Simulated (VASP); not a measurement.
# Mg3O3F in VASP: further runs

Runs on Mg3O3F. Level: PBE. Tasks: single point.

All numbers are computed with VASP 6.6.1; they aren't measurements. Logs are shortened: lines on timing, memory, paths and dates and some standing lists are left out, and cuts for length are marked.

## Step 1: The cell of the first run

The cell holds a slab with vacuum, 7 atoms: a = 3.009 Å, b = 3.009 Å, c = 21.280 Å, α = 90.00°, β = 90.00°, γ = 90.00°.

## Step 2: Single point, PBE, collinear spin, ferromagnetic start

INCAR

```
PREC = Accurate ; ENCUT = 520
EDIFF = 1E-6 ; ISMEAR = 0
SIGMA = 0.05 ; LREAL = False
LASPH = True ; NELM = 150
ALGO = Normal ; ISIF = 2
LWAVE = False ; LCHARG = True
ISPIN = 2 ; MAGMOM = 0 0 0 0 0 0 1
LORBIT = 11 ; LDIPOL = True
IDIPOL = 3 ; DIPOL = 0.5 0.5 0.307
GGA = PE ; LELF = True
LVHAR = True ; LVACPOTAV = True
NBANDS = 28
```

KPOINTS

```
Automatic mesh
0
Gamma
  9 9 1
```

POSCAR

```
Mg3O3F
1.0
    3.0085896314      0.0000000000      0.0000000000
    0.0000000000      3.0085896314      0.0000000000
    0.0000000000      0.0000000000     21.2799623077
Mg O F
3 3 1
Direct
    0.5000000000      0.5000000000      0.1879702578
    0.0000000000      0.0000000000      0.2881792351
    0.5000000000      0.5000000000      0.3867964645
    0.0000000000      0.0000000000      0.1879702578
    0.5000000000      0.5000000000      0.2877217412
    0.0000000000      0.0000000000      0.3890966623
    0.0000000000      0.0000000000      0.4215215318
```

Potentials or basis: VASP PAW PBE potentials, release 64 (Mg, O, F).

Launch:

```sh
cat potpaw_PBE.64/Mg/POTCAR potpaw_PBE.64/O/POTCAR potpaw_PBE.64/F/POTCAR > POTCAR
mpirun -np 1 vasp_std > vasp.out
```

OUTCAR:

```text
PREC = Accurate
   ENCUT = 520
   EDIFF = 1E-6
   ISMEAR = 0
   LREAL = False
   LASPH = True
   NELM = 150
   ISIF = 2
   ISPIN = 2
   LORBIT = 11
   GGA = PE

 ion  position               nearest neighbor table
   1  0.500  0.500  0.188-   5 2.12   4 2.13   4 2.13   4 2.13   4 2.13   2 3.01   2 3.01   2 3.01
                             2 3.01
   2  0.000  0.000  0.288-   5 2.13   5 2.13   5 2.13   5 2.13   4 2.13   6 2.15   3 2.99   3 2.99
                             3 2.99   3 2.99   1 3.01   1 3.01   1 3.01   1 3.01
   3  0.500  0.500  0.387-   5 2.11   6 2.13   6 2.13   6 2.13   6 2.13   7 2.25   7 2.25   7 2.25
                             7 2.25   2 2.99   2 2.99   2 2.99   2 2.99
   4  0.000  0.000  0.188-   1 2.13   1 2.13   1 2.13   1 2.13   2 2.13
   5  0.500  0.500  0.288-   3 2.11   1 2.12   2 2.13   2 2.13   2 2.13   2 2.13
   6  0.000  0.000  0.389-   7 0.69   3 2.13   3 2.13   3 2.13   3 2.13   2 2.15
   7  0.000  0.000  0.422-   6 0.69   3 2.25   3 2.25   3 2.25   3 2.25

 -----------------------------------------------------------------------------
|                                                                             |
|           W    W    AA    RRRRR   N    N  II  N    N   GGGG   !!!           |
|           W    W   A  A   R    R  NN   N  II  NN   N  G    G  !!!           |
|           W    W  A    A  R    R  N N  N  II  N N  N  G       !!!           |
|           W WW W  AAAAAA  RRRRR   N  N N  II  N  N N  G  GGG   !            |
|           WW  WW  A    A  R   R   N   NN  II  N   NN  G    G                |
|           W    W  A    A  R    R  N    N  II  N    N   GGGG   !!!           |
|                                                                             |
|     The distance between some ions is very small. Please check the          |
|     nearest-neighbor list in the OUTCAR file.                               |
|     I HOPE YOU KNOW WHAT YOU ARE DOING!                                     |
|                                                                             |
 -----------------------------------------------------------------------------

  LATTYP: Found a simple tetragonal cell.
 ALAT       =     3.0085896314
 C/A-ratio  =     7.0730690838

  Lattice vectors:

 A1 = (   3.0085896314,   0.0000000000,   0.0000000000)
 A2 = (   0.0000000000,   3.0085896314,   0.0000000000)
 A3 = (   0.0000000000,   0.0000000000,  21.2799623077)

Analysis of symmetry for initial positions (statically):
=====================================================================
 Subroutine PRICEL returns:
 Original cell was already a primitive cell.

 Routine SETGRP: Setting up the symmetry group for a
 simple tetragonal supercell.

 Subroutine GETGRP returns: Found  8 space group operations
 (whereof  8 operations were pure point group operations)
 out of a pool of 16 trial point group operations.

The static configuration has the point symmetry C_4v.

Analysis of symmetry for dynamics (positions and initial velocities):
=====================================================================
[... 184 lines left out ...]
 spin component 1

 k-point     1 :       0.0000    0.0000    0.0000
  band No.  band energies     occupation
      1     -54.8679      1.00000
      2     -24.8123      1.00000
      3     -24.8123      1.00000
      4     -19.7088      1.00000
      5     -19.3276      1.00000
      6     -18.5222      1.00000
[... 439 lines left out ...]
     26       9.1802      0.00000
     27       9.6969      0.00000
 Fermi energy:         0.6333872787

 spin component 2

 k-point     1 :       0.0000    0.0000    0.0000
  band No.  band energies     occupation
      1     -54.8050      1.00000
      2     -24.7317      1.00000
      3     -24.7317      1.00000
      4     -19.6405      1.00000
      5     -19.2564      1.00000
      6     -18.5161      1.00000
[... 439 lines left out ...]
     26       9.2807      0.00000
     27       9.8506      0.00000
 [bands above 27 left out]

------------------------ aborting loop because EDIFF is reached ----------------------------------------

  FORCE on cell =-STRESS in cart. coord.  units (eV):
  Direction    XX          YY          ZZ          XY          YZ          ZX
  --------------------------------------------------------------------------------------
  -------------------------------------------------------------------------------------
  Total       10.7656800     10.7656800    300.6593208      0.0000000      0.0000000      0.0000000
  in kB       89.5478753     89.5478753   2500.8548801      0.0000000      0.0000000      0.0000000
  external PRESSURE =     893.3168769 kB  Pullay stress =       0.0000000 kB

 VOLUME and BASIS-vectors are now :
 -----------------------------------------------------------------------------
  energy-cutoff  :      520.00
  volume of cell :      192.62
      direct lattice vectors                 reciprocal lattice vectors
     3.008589631  0.000000000  0.000000000     0.332381655  0.000000000  0.000000000
     0.000000000  3.008589631  0.000000000     0.000000000  0.332381655  0.000000000
     0.000000000  0.000000000 21.279962308     0.000000000  0.000000000  0.046992564

 POSITION                                       TOTAL-FORCE (eV/Angst)
 -----------------------------------------------------------------------------------
      1.50429      1.50429      4.00000         0.000000      0.000000      0.297644
      0.00000      0.00000      6.13244         0.000000     -0.000000     -0.171588
      1.50429      1.50429      8.23101         0.000000      0.000000     -3.532262
      0.00000      0.00000      4.00000        -0.000000     -0.000000     -0.309233
      1.50429      1.50429      6.12271         0.000000     -0.000000     -0.363613
      0.00000      0.00000      8.27996         0.000000      0.000000   -430.528338
      0.00000      0.00000      8.96996        -0.000000     -0.000000    434.607391
 -----------------------------------------------------------------------------------
    total drift:                                0.000000     -0.000000     -0.003400

  FREE ENERGIE OF THE ION-ELECTRON SYSTEM (eV)
  ---------------------------------------------------
  free  energy   TOTEN  =        38.1544225067 eV

  energy  without entropy=       38.1556834718  energy(sigma->0) =       38.15505299

 vacuum level on the upper side and lower side of the slab         4.342         2.386

 total charge

# of ion       s       p       d       tot
------------------------------------------
    1        0.142   0.150   0.061   0.353
    2        0.137   0.160   0.074   0.372
    3        0.276   0.177   0.076   0.529
    4        1.544   3.491   0.000   5.034
    5        1.549   3.531   0.000   5.080
    6        1.710   4.479   0.000   6.189
    7        1.874   5.235   0.000   7.109
--------------------------------------------------
tot          7.232  17.224   0.211  24.668

 magnetization (x)

# of ion       s       p       d       tot
------------------------------------------
    1        0.000   0.000   0.000   0.000
    2        0.000   0.000  -0.000   0.000
    3        0.102   0.032   0.004   0.138
    4        0.000   0.000   0.000   0.000
    5        0.001   0.007   0.000   0.008
    6        0.007   0.039   0.000   0.046
    7        0.010   0.009   0.000   0.019
--------------------------------------------------
tot          0.119   0.088   0.004   0.211
```

OSZICAR:

```text
N       E                     dE             d eps       ncg     rms          rms(c)
DAV:   1     0.269922114179E+03    0.26992E+03   -0.14723E+04  1920   0.894E+02
DAV:   2     0.551284313087E+02   -0.21479E+03   -0.20119E+03  2244   0.233E+02
[... 21 lines left out ...]
DAV:  24     0.381544910734E+02   -0.10166E-03   -0.10486E-05  1604   0.121E-02    0.352E-03
DAV:  25     0.381544432049E+02   -0.47868E-04   -0.52518E-06  1664   0.944E-03    0.210E-03
DAV:  26     0.381544298004E+02   -0.13405E-04   -0.29002E-06  1600   0.725E-03    0.107E-03
DAV:  27     0.381544240530E+02   -0.57473E-05   -0.22595E-06  1592   0.531E-03    0.465E-04
DAV:  28     0.381544229583E+02   -0.10947E-05   -0.63279E-07  1600   0.311E-03    0.350E-04
DAV:  29     0.381544225067E+02   -0.45162E-06   -0.94833E-08  1564   0.116E-03
   1 F= 0.38154423E+02 E0= 0.38155053E+02  d E =-.126097E-02  mag=     0.7133
```

stdout:

```text
POSCAR found type information on POSCAR MgO F
 POSCAR found :  3 types and       7 ions
 scaLAPACK will be used
 LDA part: xc-table for (Slater+PW92), standard interpolation
 -----------------------------------------------------------------------------
[... 29 lines left out ...]
|     Did not find any points to average over, which means that no vacuum     |
|     field-free region was found. Please increase the size of  your cell     |
|     in the dimension of the dipole correction to obtain accurate            |
|     workfunction values.                                                    |
|                                                                             |
 -----------------------------------------------------------------------------
```

It took 8.5 min on 1 thread of Oxide Virtual Turin-like, shared host; peak memory 0.37 GiB.

What came out:

| Property | Result |
| --- | --- |
| Free energy | 38.1544 eV |
| Largest force | 434.607 eV/Å |
| Net moment | 0.71 μB per cell |
| Site moments | Mg +0.00, +0.14; O +0.00, +0.01, +0.05; F +0.02 μB |
| Valence electrons inside the program's atomic spheres | Mg 0.35, 0.37, 0.53; O 5.03, 5.08, 6.19; F 7.11 |

Forces on the atoms (eV/Å):
```
Mg     0.000    0.000    0.298
Mg     0.000    0.000   -0.172
Mg     0.000    0.000   -3.532
O      0.000    0.000   -0.309
O      0.000    0.000   -0.364
O      0.000    0.000 -430.528
F      0.000    0.000  434.607
```

Caveat: the standard files for N, O and F lose accuracy on very short bonds.

## Step 3: Single point, PBE, collinear spin, ferromagnetic start

INCAR

```
SYSTEM = Mg3O3F
PREC = Accurate
ENCUT = 520
EDIFF = 1E-7
ISMEAR = 0
SIGMA = 0.05
LREAL = .False.
LASPH = .True.
NELM = 150
ALGO = Normal
ISIF = 2
LWAVE = .False.
LCHARG = .False.
ISPIN = 2
MAGMOM = 0 0 0 0 0 0 1
LORBIT = 11
LDIPOL = .True.
IDIPOL = 3
DIPOL = 0.5 0.5 0.312
GGA = PE
NBANDS = 28
```

KPOINTS

```
regular mesh
0
Gamma
  9 9 1
  0 0 0
```

POSCAR, as its differences from that of step 2:

```diff
@@ -14,2 +14,2 @@
     0.0000000000      0.0000000000      0.3890966623
-    0.0000000000      0.0000000000      0.4215215318
+    0.5000000000      0.5000000000      0.4544163269
```

Potentials or basis: VASP PAW PBE potentials, release 64 (Mg, O, F).

Launch:

```sh
cat potpaw_PBE.64/Mg/POTCAR potpaw_PBE.64/O/POTCAR potpaw_PBE.64/F/POTCAR > POTCAR
mpirun -np 1 vasp_std > vasp.out
```

OUTCAR:

```text
SYSTEM = Mg3O3F
   PREC = Accurate
   ENCUT = 520
   EDIFF = 1E-7
   ISMEAR = 0
   LREAL = .False.
   LASPH = .True.
   NELM = 150
   ISIF = 2
   ISPIN = 2
   LORBIT = 11
   GGA = PE

 ion  position               nearest neighbor table
   1  0.500  0.500  0.188-   5 2.12   4 2.13   4 2.13   4 2.13   4 2.13   2 3.01   2 3.01   2 3.01
                             2 3.01
   2  0.000  0.000  0.288-   5 2.13   5 2.13   5 2.13   5 2.13   4 2.13   6 2.15   3 2.99   3 2.99
                             3 2.99   3 2.99   1 3.01   1 3.01   1 3.01   1 3.01
   3  0.500  0.500  0.387-   7 1.44   5 2.11   6 2.13   6 2.13   6 2.13   6 2.13   2 2.99   2 2.99
                             2 2.99   2 2.99
   4  0.000  0.000  0.188-   1 2.13   1 2.13   1 2.13   1 2.13   2 2.13
   5  0.500  0.500  0.288-   3 2.11   1 2.12   2 2.13   2 2.13   2 2.13   2 2.13
   6  0.000  0.000  0.389-   3 2.13   3 2.13   3 2.13   3 2.13   2 2.15
   7  0.500  0.500  0.454-   3 1.44

  LATTYP: Found a simple tetragonal cell.
 ALAT       =     3.0085896314
 C/A-ratio  =     7.0730690838

  Lattice vectors:

 A1 = (   3.0085896314,   0.0000000000,   0.0000000000)
 A2 = (   0.0000000000,   3.0085896314,   0.0000000000)
 A3 = (   0.0000000000,   0.0000000000,  21.2799623077)

Analysis of symmetry for initial positions (statically):
=====================================================================
 Subroutine PRICEL returns:
 Original cell was already a primitive cell.

 Routine SETGRP: Setting up the symmetry group for a
 simple tetragonal supercell.

 Subroutine GETGRP returns: Found  8 space group operations
 (whereof  8 operations were pure point group operations)
 out of a pool of 16 trial point group operations.

The static configuration has the point symmetry C_4v.

Analysis of symmetry for dynamics (positions and initial velocities):
=====================================================================
 Subroutine PRICEL returns:
 Original cell was already a primitive cell.

 Routine SETGRP: Setting up the symmetry group for a
[... 636 lines left out ...]
  band No.  band energies     occupation
      1     -23.7476      1.00000
      2     -21.6149      1.00000
      3     -20.8035      1.00000
      4     -19.6991      1.00000
      5      -8.0562      1.00000
      6      -6.4455      1.00000
[... 439 lines left out ...]
     26       7.7956      0.00000
     27       8.1602      0.00000
 [bands above 27 left out]

------------------------ aborting loop because EDIFF is reached ----------------------------------------

 vacuum level on the upper side and lower side of the slab       (xc-potential included)         3.487        -3.515

  FORCE on cell =-STRESS in cart. coord.  units (eV):
  Direction    XX          YY          ZZ          XY          YZ          ZX
  --------------------------------------------------------------------------------------
  -------------------------------------------------------------------------------------
  Total       -0.9938240     -0.9938240     26.6616876      0.0000000      0.0000000      0.0000000
  in kB       -8.2665311     -8.2665311    221.7693145      0.0000000      0.0000000      0.0000000
  external PRESSURE =      68.4120841 kB  Pullay stress =       0.0000000 kB

 VOLUME and BASIS-vectors are now :
 -----------------------------------------------------------------------------
  energy-cutoff  :      520.00
  volume of cell :      192.62
      direct lattice vectors                 reciprocal lattice vectors
     3.008589631  0.000000000  0.000000000     0.332381655  0.000000000  0.000000000
     0.000000000  3.008589631  0.000000000     0.000000000  0.332381655  0.000000000
     0.000000000  0.000000000 21.279962308     0.000000000  0.000000000  0.046992564

 POSITION                                       TOTAL-FORCE (eV/Angst)
 -----------------------------------------------------------------------------------
      1.50429      1.50429      4.00000         0.000000     -0.000000      0.448328
      0.00000      0.00000      6.13244         0.000000      0.000000     -0.055398
      1.50429      1.50429      8.23101         0.000000      0.000000    -15.617630
      0.00000      0.00000      4.00000         0.000000     -0.000000     -0.434823
      1.50429      1.50429      6.12271         0.000000     -0.000000     -0.232520
      0.00000      0.00000      8.27996        -0.000000     -0.000000     -2.376007
      1.50429      1.50429      9.66996         0.000000     -0.000000     18.268049
 -----------------------------------------------------------------------------------
    total drift:                                0.000000      0.000000      0.003952

  FREE ENERGIE OF THE ION-ELECTRON SYSTEM (eV)
  ---------------------------------------------------
  free  energy   TOTEN  =       -33.8382983522 eV

  energy  without entropy=      -33.8342999009  energy(sigma->0) =      -33.83629913

 vacuum level on the upper side and lower side of the slab         7.041        -0.142

 total charge

# of ion       s       p       d       tot
------------------------------------------
    1        0.141   0.150   0.062   0.353
    2        0.147   0.168   0.072   0.388
    3        0.229   0.335   0.227   0.791
    4        1.543   3.491   0.000   5.034
    5        1.545   3.536   0.000   5.080
    6        1.570   3.376   0.000   4.945
    7        1.763   4.357   0.000   6.120
--------------------------------------------------
tot          6.937  15.413   0.361  22.711

 magnetization (x)

# of ion       s       p       d       tot
------------------------------------------
    1       -0.000   0.000   0.000   0.000
    2        0.000   0.004   0.003   0.007
    3       -0.003  -0.003  -0.000  -0.006
    4        0.000   0.003   0.000   0.003
    5        0.000   0.034   0.000   0.035
    6        0.014   0.452   0.000   0.466
    7        0.001   0.351   0.000   0.353
--------------------------------------------------
tot          0.013   0.842   0.002   0.857
```

OSZICAR:

```text
N       E                     dE             d eps       ncg     rms          rms(c)
DAV:   1     0.249624932032E+03    0.24962E+03   -0.12939E+04  1688   0.893E+02
DAV:   2    -0.112372623162E+02   -0.26086E+03   -0.24435E+03  2420   0.231E+02
DAV:   3    -0.384513771703E+02   -0.27214E+02   -0.26841E+02  2104   0.796E+01
[... 23 lines left out ...]
DAV:  27    -0.338382956255E+02   -0.25245E-05   -0.44565E-08  1392   0.104E-03    0.133E-04
DAV:  28    -0.338382971741E+02   -0.15486E-05   -0.28153E-08  1388   0.810E-04    0.121E-04
DAV:  29    -0.338382980978E+02   -0.92368E-06   -0.21311E-08  1396   0.753E-04    0.624E-05
DAV:  30    -0.338382982750E+02   -0.17721E-06   -0.43268E-09  1424   0.412E-04    0.459E-05
DAV:  31    -0.338382983522E+02   -0.77167E-07   -0.15969E-09  1388   0.211E-04
   1 F= -.33838298E+02 E0= -.33836299E+02  d E =-.399845E-02  mag=     1.0000
```

stdout:

```text
POSCAR found type information on POSCAR MgO F
 POSCAR found :  3 types and       7 ions
 scaLAPACK will be used
 LDA part: xc-table for (Slater+PW92), standard interpolation
 POSCAR, INCAR and KPOINTS ok, starting setup
 FFT: planning ... GRIDC
 FFT: planning ... GRID_SOFT
 FFT: planning ... GRID
 WAVECAR not read
 entering main loop
```

Wall time 8.4 min (1 thread of Oxide Virtual Turin-like, shared host); peak memory 0.38 GiB.

Results:

| Property | Result |
| --- | --- |
| Free energy | -33.8383 eV |
| Largest force | 18.268 eV/Å |
| Band gap on the k mesh | zero (filled and empty bands overlap) |
| Net moment | 1.00 μB per cell |
| Site moments | Mg +0.00, +0.01, -0.01; O +0.00, +0.04, +0.47; F +0.35 μB |
| Valence electrons inside the program's atomic spheres | Mg 0.35, 0.39, 0.79; O 5.03, 5.08, 4.95; F 6.12 |

Forces in eV/Å, atoms in the order of the input:
```
Mg    0.000   0.000   0.448
Mg    0.000   0.000  -0.055
Mg    0.000   0.000 -15.618
O     0.000   0.000  -0.435
O     0.000   0.000  -0.233
O     0.000   0.000  -2.376
F     0.000   0.000  18.268
```
